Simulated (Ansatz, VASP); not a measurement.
**PbO in VASP and in Ansatz**

The input INCAR:

```
  ALGO = Normal
  EDIFF = 1E-6
  ENCUT = 520
  GGA = PE
  ISIF = 2
  ISMEAR = 0
  IVDW = 12
  LASPH = T
  LCHARG = F
  LREAL = F
  LWAVE = F
  NBANDS = 28
  NELM = 100
  PREC = Accurate
  SIGMA = 0.05
```

Contents of KPOINTS:

```
k-points
0
Gamma
  8 8 6
```

Contents of POSCAR:

```
PbO
1.0
    3.7400535932      0.0000000000      0.0000000000
    0.0000000000      3.7400535932      0.0000000000
    0.0000000000      0.0000000000      5.6710595244
Pb O
2 2
Direct
    0.0000000000      0.5000000000      0.2351000000
    0.5000000000      0.0000000000      0.7649000000
    0.0000000000      0.0000000000      0.0000000000
    0.5000000000      0.5000000000      0.0000000000
```

Input for Ansatz:

```yaml
crystal:
  lattice:
    - [3.7400535932, 0.0, 0.0]
    - [0.0, 3.7400535932, 0.0]
    - [0.0, 0.0, 5.6710595244]
  atoms:
    - { symbol: Pb, position: [0.0, 0.5, 0.2351] }
    - { symbol: Pb, position: [0.5, 0.0, 0.7649] }
    - { symbol: O, position: [0.0, 0.0, 0.0] }
    - { symbol: O, position: [0.5, 0.5, 0.0] }
basis:
  ecutwfc: 420
kpoints:
  mp_grid: { grid: [8, 8, 6] }
hamiltonian:
  xc: pbe
  dispersion: d3bj
scf:
  occupations: { method: gaussian, width: 0.05 }
output:
  forces: true
  stress: true
  eigenvalues: true
```

Alike in both runs: task single point; functional PBE; dispersion D3(BJ); k mesh 8 × 8 × 6; occupations gaussian, width 0.05 eV; no spin polarisation.

|  | VASP | Ansatz |
| --- | --- | --- |
| version | VASP 6.6.1 | Ansatz 0.2.0 |
| potentials or method | VASP PAW PBE potentials, release 64 (Pb_d, O), cutoff 520 eV | scalar-relativistic, plane waves, PAW |
| valence electrons in the cell | 40 | 40 |

VASP gave:

```
gap on the k mesh at the Fermi level (eV)                     : 1.03
least direct gap on the mesh (eV)                             : 1.59
pressure (GPa)                                                : 4.2
traceless stress, the component that is largest in VASP (GPa) : -8.09
rms of the force components (eV/Å)                            : 0.260
```

Question: What did Ansatz give for the same quantities?

Answer: gap on the k mesh at the Fermi level (eV): 1.03; least direct gap on the mesh (eV): 1.60; pressure (GPa): 4.1; traceless stress, the component that is largest in VASP (GPa): -8.10; rms of the force components (eV/Å): 0.277.

Atom by atom the forces differ by 0.017 eV/Å (rms over components).

Neither program's run includes spin-orbit coupling.
